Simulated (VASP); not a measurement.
# Se (Cmcm) in VASP: further runs

The runs below take Se through single point, with PBE+U.

Program: VASP 6.6.1. These are calculated values, not measurements. Logs are shortened: lines on timing, memory, paths and dates and some standing lists are left out, and cuts for length are marked.

## 1. The cell of the first run

Symmetry: Cmcm, No. 63, orthorhombic system. The conventional cell has a = 2.789 Å, b = 8.078 Å, c = 4.613 Å, α = 90.00°, β = 90.00°, γ = 90.00°. Within 3.3 Å of Se (site symmetry m2m) lie 4 Se at 2.53 to 2.79 Å.

## 2. Single point, PBE+U

Contents of INCAR:

```
PREC = Accurate
ENCUT = 500
EDIFF = 1E-6
ISMEAR = 0
SIGMA = 0.1
LREAL = F
LASPH = T
NELM = 200
ALGO = Normal
ISIF = 2
LWAVE = F
LCHARG = F
LDAU = T
LDAUTYPE = 2
LDAUL = 1
LDAUU = 2.3
LDAUJ = 0
LDAUPRINT = 1
GGA = PE
NBANDS = 13
GGA_COMPAT = F
```

Contents of KPOINTS:

```
Automatic mesh
0
Gamma
  6 6 4
```

Contents of POSCAR:

```
Se
1.0
    1.3942694300     -4.0390027650      0.0000000000
    1.3942694300      4.0390027650      0.0000000000
    0.0000000000      0.0000000000      4.6134314000
Se
2
Direct
    0.9356553200      0.0643446800      0.2500000000
    0.0643446800      0.9356553200      0.7500000000
```

Potentials or basis: VASP PAW PBE potentials, release 64 (Se).

On the command line:

```bash
> cat potpaw_PBE.64/Se/POTCAR > POTCAR
> mpirun -np 1 vasp_std > vasp.out
```

OUTCAR:

```text
PREC = Accurate
   ENCUT = 500
   EDIFF = 1E-6
   ISMEAR = 0
   LREAL = F
   LASPH = T
   NELM = 200
   ISIF = 2
   GGA = PE

 ion  position               nearest neighbor table
   1  0.936  0.064  0.250-   2 2.53   2 2.53
   2  0.064  0.936  0.750-   1 2.53   1 2.53

  LATTYP: Found a base centered orthorhombic cell.
 ALAT       =     2.7885388600
 B/A-ratio  =     2.8968595869
 C/A-ratio  =     1.6544260746

  Lattice vectors:

 A1 = (   1.3942694300,  -4.0390027650,   0.0000000000)
 A2 = (   1.3942694300,   4.0390027650,   0.0000000000)
 A3 = (   0.0000000000,   0.0000000000,   4.6134314000)

Analysis of symmetry for initial positions (statically):
=====================================================================
 Subroutine PRICEL returns:
 Original cell was already a primitive cell.

 Routine SETGRP: Setting up the symmetry group for a
 base centered orthorhombic supercell.

 Subroutine GETGRP returns: Found  8 space group operations
 (whereof  4 operations were pure point group operations)
 out of a pool of  8 trial point group operations.

The static configuration has the point symmetry C_2h.
 The point group associated with its full space group is D_2h.

Analysis of symmetry for dynamics (positions and initial velocities):
=====================================================================
 Subroutine PRICEL returns:
 Original cell was already a primitive cell.

 Routine SETGRP: Setting up the symmetry group for a
 base centered orthorhombic supercell.

 Subroutine GETGRP returns: Found  8 space group operations
 (whereof  4 operations were pure point group operations)
 out of a pool of  8 trial point group operations.

The dynamic configuration has the point symmetry C_2h.
 The point group associated with its full space group is D_2h.

 Subroutine INISYM returns: Found  8 space group operations
 (whereof  4 operations are pure point group operations),
 and found     1 'primitive' translations

----------------------------------------------------------------------------------------

                                     Primitive cell

  volume of cell :      51.9607

  direct lattice vectors                    reciprocal lattice vectors
     1.394269430 -4.039002765  0.000000000     0.358610746 -0.123792933  0.000000000
     1.394269430  4.039002765  0.000000000     0.358610746  0.123792933  0.000000000
     0.000000000  0.000000000  4.613431400     0.000000000  0.000000000  0.216758398

  length of vectors
     4.272883169  4.272883169  4.613431400     0.379376274  0.379376274  0.216758398

  position of ions in fractional coordinates (direct lattice)
     0.935655320  0.064344680  0.250000000
     0.064344680  0.935655320  0.750000000

  ion indices of the primitive-cell ions
   primitive index   ion index
                 1           1
                 2           2

----------------------------------------------------------------------------------------

 KPOINTS: Automatic mesh

Automatic generation of k-mesh.
 Grid dimensions read from file:
 generate k-points for:    6    6    4

 Generating k-lattice:

  Cartesian coordinates                     Fractional coordinates (reciprocal lattice)
     0.059768458 -0.020632156  0.000000000     0.166666667 -0.000000000  0.000000000
     0.059768458  0.020632156  0.000000000    -0.000000000  0.166666667  0.000000000
     0.000000000  0.000000000  0.054189600     0.000000000  0.000000000  0.250000000

  Length of vectors
     0.063229379  0.063229379  0.054189600

  Shift w.r.t. Gamma in fractional coordinates (k-lattice)
     0.000000000  0.000000000  0.000000000

 Subroutine IBZKPT returns following result:
 ===========================================

 Found     39 irreducible k-points:

 Following reciprocal coordinates:
            Coordinates               Weight
  0.000000  0.000000  0.000000      1.000000
  0.166667  0.000000  0.000000      4.000000
  0.333333  0.000000  0.000000      4.000000
  0.500000  0.000000  0.000000      2.000000
  0.166667  0.166667  0.000000      2.000000
  0.333333  0.166667  0.000000      4.000000
[... 16 lines left out ...]
  0.333333  0.333333  0.250000      4.000000
  0.500000  0.333333  0.250000      8.000000
 [... further k-points ...]
   k-points           NKPTS =     39   k-points in BZ     NKDIM =     39   number of bands    NBANDS=     13
   number of dos      NEDOS =    301   number of ions     NIONS =      2
   total plane-waves  NPLWV =  36864
   dimension x,y,z NGX =    32 NGY =   32 NGZ =   36
   dimension x,y,z NGXF=    64 NGYF=   64 NGZF=   72
   ions per type =               2
   NGX,Y,Z   is equivalent  to a cutoff of  12.45, 12.45, 12.97 a.u.
   NGXF,Y,Z  is equivalent  to a cutoff of  24.90, 24.90, 25.95 a.u.
 SYSTEM =  unknown system
   PREC   = accura    normal or accurate (medium, high low for compatibility)
   ISTART =      0    job   : 0-new  1-cont  2-samecut
   ICHARG =      2    charge: 1-file 2-atom 10-const
   ISPIN  =      1    spin polarized calculation?
   LNONCOLLINEAR =      F non collinear calculations
   LSORBIT =      F    spin-orbit coupling
   LASPH  =      T    aspherical Exc in radial PAW
   ENCUT  =  500.0 eV  36.75 Ry    6.06 a.u.   7.79  7.79  8.41*2*pi/ulx,y,z
   NELM   =    200;   NELMIN=  2; NELMDL= -5     # of ELM steps
   EDIFF  = 0.1E-05   stopping-criterion for ELM
   LREAL  =      F    real-space projection
   EDIFFG = 0.1E-04   stopping-criterion for IOM
   NSW    =      0    number of steps for IOM
   IBRION =     -1    ionic relax: 0-MD 1-quasi-New 2-CG
   NFREE  =      0    steps in history (QN), initial steepest desc. (CG)
   ISIF   =      2    stress and relaxation
   ISYM   =      2    0-nonsym 1-usesym 2-fastsym
   POTIM  = 0.5000    time-step for ionic-motion
   TEBEG  =    0.0;   TEEND  =   0.0 temperature during run
   PSTRESS=    0.0 pullay stress
   NELECT =      12.0000    total number of electrons
   NUPDOWN=      -1.0000    fix difference up-down
   EMIN   =  10.00;   EMAX   =-10.00  energy-range for DOS
   EFERMI =   0.00;   METHOD = LEGACY
   ISMEAR =     0;   SIGMA  =   0.10  broadening in eV -4-tet -1-fermi 0-gaus
   EFERMI_NEDOS =   21; number of points for ismear=-14 and -15
   IALGO  =     38    algorithm
   IMIX   =      4    mixing-type and parameters
     AMIX     =   0.40;   BMIX     =  1.00
     AMIX_MAG =   1.60;   BMIX_MAG =  1.00
  volume/ion in A,a.u.               =      25.98       175.32
  Fermi-wavevector in a.u.,A,eV,Ry     =   1.004408  1.898056 13.726046  1.008836
  Thomas-Fermi vector in A             =   2.137022
   LORBIT       =      0    0 simple, 1 ext, 2 COOP (PROOUT), +10 PAW based schemes
 LDA+U is selected, type is set to LDAUTYPE =  2
   angular momentum for each species LDAUL =     1
   U (eV)           for each species LDAUU =   2.3
   J (eV)           for each species LDAUJ =   0.0
   GGA     = PE    functional components
   LHFCALC =     F    Hartree Fock is set to
   AEXX    =    0.0000 exact exchange contribution
   IVDW    =     0    specifies the selected vdW correction
   LEPSILON=     F    determine dielectric tensor
   LRPA    =     F    only Hartree local field effects (RPA)
 non-spin polarized calculation
 Gauss-broadening in eV      SIGMA  =   0.10
  energy-cutoff  :      500.00
  volume of cell :       51.96
 maximum number of plane-waves:      1339
   NGX = 15   NGY = 15   NGZ = 17

 number of electron      12.0000000 magnetization

 Free energy of the ion-electron system (eV)
  ---------------------------------------------------
  ext. energy  EPLUGINS =         0.00000000
  ---------------------------------------------------
  free energy    TOTEN  =        -3.53417801 eV

  energy without entropy =       -3.52898954  energy(sigma->0) =       -3.53158377

 E-fermi :   3.3493     XC(G=0):  -9.1169

 val. band max:        3.3066672263   @ k =   0.5000   0.0000   0.2500
 cond. band min:       3.4098104065   @ k =   0.5000   0.3333   0.5000
 fundamental gap:      0.1031431802
 Fermi energy:         3.3492886182

 k-point     1 :       0.0000    0.0000    0.0000
  band No.  band energies     occupation
      1     -12.7415      2.00000
      2      -8.7845      2.00000
      3      -3.1032      2.00000
      4       0.9453      2.00000
      5       1.1393      2.00000
      6       5.4963      0.00000
      7       5.8494      0.00000
      8       7.8960      0.00000
      9       8.7260      0.00000
     10      10.1208      0.00000
     11      12.1593      0.00000
     12      12.1799      0.00000
     13      16.0337      0.00000

 k-point     2 :       0.1667    0.0000    0.0000
  band No.  band energies     occupation
      1     -12.3168      2.00000
      2      -8.3821      2.00000
      3      -2.7213      2.00000
      4       0.8650      2.00000
      5       1.7505      2.00000
      6       2.4848      2.00000
      7       5.2100      0.00000
      8       6.0270      0.00000
      9       9.2334      0.00000
     10      10.8998      0.00000
     11      12.4102      0.00000
     12      14.2330      0.00000
     13      14.6564      0.00000

 k-point     3 :       0.3333    0.0000    0.0000
  band No.  band energies     occupation
      1     -11.2263      2.00000
      2      -7.3384      2.00000
      3      -1.7880      2.00000
      4      -1.5062      2.00000
      5       1.4232      2.00000
      6       1.6162      2.00000
      7       2.6885      2.00000
      8       6.4803      0.00000
      9       9.6310      0.00000
     10      10.1035      0.00000
     11      11.4253      0.00000
     12      12.5772      0.00000
     13      14.2989      0.00000

 k-point     4 :       0.5000    0.0000    0.0000
  band No.  band energies     occupation
      1     -10.4448      2.00000
      2      -6.5778      2.00000
      3      -3.2457      2.00000
      4      -1.1796      2.00000
      5      -0.1906      2.00000
      6       2.1290      2.00000
      7       2.9314      2.00000
      8       6.6974      0.00000
      9       8.1958      0.00000
     10       9.0403      0.00000
     11      11.4747      0.00000
     12      13.8388      0.00000
     13      14.2882      0.00000

 k-point     5 :       0.1667    0.1667    0.0000
  band No.  band energies     occupation
      1     -11.2725      2.00000
      2      -7.3020      2.00000
      3      -1.8387      2.00000
      4      -1.4543      2.00000
      5       1.3706      2.00000
      6       2.3389      2.00000
      7       2.3414      2.00000
      8       6.8370      0.00000
      9       9.5608      0.00000
     10      10.2264      0.00000
     11      10.4008      0.00000
     12      12.6056      0.00000
     13      13.5807      0.00000
[... 257 lines left out ...]
 k-point    22 :      -0.1667    0.1667    0.2500
  band No.  band energies     occupation
      1     -12.3075      2.00000
      2      -9.7478      2.00000
      3      -2.2389      2.00000
      4       0.4774      2.00000
      5       1.4623      2.00000
      6       5.1787      0.00000
      7       5.7347      0.00000
      8       7.4624      0.00000
      9       9.3289      0.00000
     10      10.3158      0.00000
     11      12.3009      0.00000
     12      13.4315      0.00000
     13      15.1560      0.00000

 k-point    23 :       0.3333    0.3333    0.2500
  band No.  band energies     occupation
      1     -10.7132      2.00000
      2      -8.2718      2.00000
      3      -1.4287      2.00000
      4      -1.2806      2.00000
      5       0.9760      2.00000
      6       1.2172      2.00000
      7       2.3351      2.00000
      8       6.6269      0.00000
      9       9.9082      0.00000
     10      11.7948      0.00000
     11      12.4332      0.00000
     12      14.0062      0.00000
     13      15.1389      0.00000

 k-point    24 :       0.5000    0.3333    0.2500
  band No.  band energies     occupation
      1     -11.7359      2.00000
      2      -9.3345      2.00000
      3      -2.3884      2.00000
      4       0.2245      2.00000
      5       1.3388      2.00000
      6       2.5270      2.00000
      7       4.6841      0.00000
      8       5.8368      0.00000
      9      12.0865      0.00000
     10      12.7158      0.00000
     11      13.8974      0.00000
     12      14.3591      0.00000
     13      15.9489      0.00000

 [... further k-points ...]
[... 5 lines left out ...]
  --------------------------------------------------------------------------------------
  -------------------------------------------------------------------------------------
  Total        2.0696061      0.0394464      0.3450961      0.0000000      0.0000000      0.0000000
  in kB       63.8150875      1.2163069     10.6408362      0.0000000      0.0000000      0.0000000
  external PRESSURE =      25.2240768 kB  Pullay stress =       0.0000000 kB

 VOLUME and BASIS-vectors are now :
 -----------------------------------------------------------------------------
  energy-cutoff  :      500.00
  volume of cell :       51.96
      direct lattice vectors                 reciprocal lattice vectors
     1.394269430 -4.039002765  0.000000000     0.358610746 -0.123792933  0.000000000
     1.394269430  4.039002765  0.000000000     0.358610746  0.123792933  0.000000000
     0.000000000  0.000000000  4.613431400     0.000000000  0.000000000  0.216758398

 POSITION                                       TOTAL-FORCE (eV/Angst)
 -----------------------------------------------------------------------------------
      1.39427     -3.51923      1.15336         0.000000     -0.274702      0.000000
      1.39427      3.51923      3.46007         0.000000      0.274702     -0.000000
 -----------------------------------------------------------------------------------
    total drift:                                0.000000     -0.000000      0.000000

  FREE ENERGIE OF THE ION-ELECTRON SYSTEM (eV)
  ---------------------------------------------------
  free  energy   TOTEN  =        -3.5341780097 eV

  energy  without entropy=       -3.5289895357  energy(sigma->0) =       -3.53158377
```

Run time: 21 s. Hardware: 1 thread of AMD EPYC 9R14 (Zen 4), shared host; peak memory 0.15 GiB.

What came out:

* Free energy: -3.5342 eV
* Pressure: 2.5 GPa
* Largest force: 0.275 eV/Å
* Band gap on the k mesh: zero (bands 6 and 7 overlap by 3.16 eV)

Forces on the atoms (eV/Å):
```
Se   0.000 -0.275  0.000
Se   0.000  0.275  0.000
```

Caveat: the k points lie up to 0.40 Å⁻¹ apart, too coarse for converged energies and pressures of a metal; U without spin polarisation on a metal has little footing.

[end of part 1 of 2]
